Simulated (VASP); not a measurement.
Input of a VASP 6.6.1 run:

The input INCAR:

```
SYSTEM = Ta
PREC = Accurate
ENCUT = 500
EDIFF = 1E-6
ISMEAR = -1
SIGMA = 0.05
LREAL = .FALSE.
LASPH = .TRUE.
NELM = 120
ALGO = Normal
ISIF = 2
LWAVE = .FALSE.
LCHARG = .FALSE.
GGA = B5
ALDAX = 1.0
AGGAX = 1.0
AGGAC = 1.0
ALDAC = 0.0
IVDW = 13
VDW_S6 = 1.0
VDW_S8 = 2.34076671
VDW_A1 = 0.44488865
VDW_A2 = 4.0933009
NBANDS = 12
GGA_COMPAT = .FALSE.
```

The input KPOINTS:

```
regular mesh
0
G
  11 11 11
  0 0 0
```

File POSCAR:

```
Ta
1.0
   -1.6609459999      1.6609459999      1.6609459999
    1.6609459999     -1.6609459999      1.6609459999
    1.6609459999      1.6609459999     -1.6609459999
Ta
1
Direct
    0.0000000000      0.0000000000      0.0000000000
```

Potentials or basis: VASP PAW PBE potentials, release 64 (Ta_sv_GW).

Run with:

```bash
$ cat potpaw_PBE.64/Ta_sv_GW/POTCAR > POTCAR
$ mpirun -np 1 vasp_std > vasp.out
```

Q: Estimate the pressure.

A: -0.4 GPa.

Q: Predict the band gap on the k mesh.

A: Zero (an odd number of electrons rules out a gap without spin polarisation).

Q: Predict the dispersion energy per atom.

A: -0.574 eV.

Caveat: the PAW data sets were made with another functional, which shifts forces and pressure a little; spin-orbit coupling is left out, which moves the levels of the heavy elements.
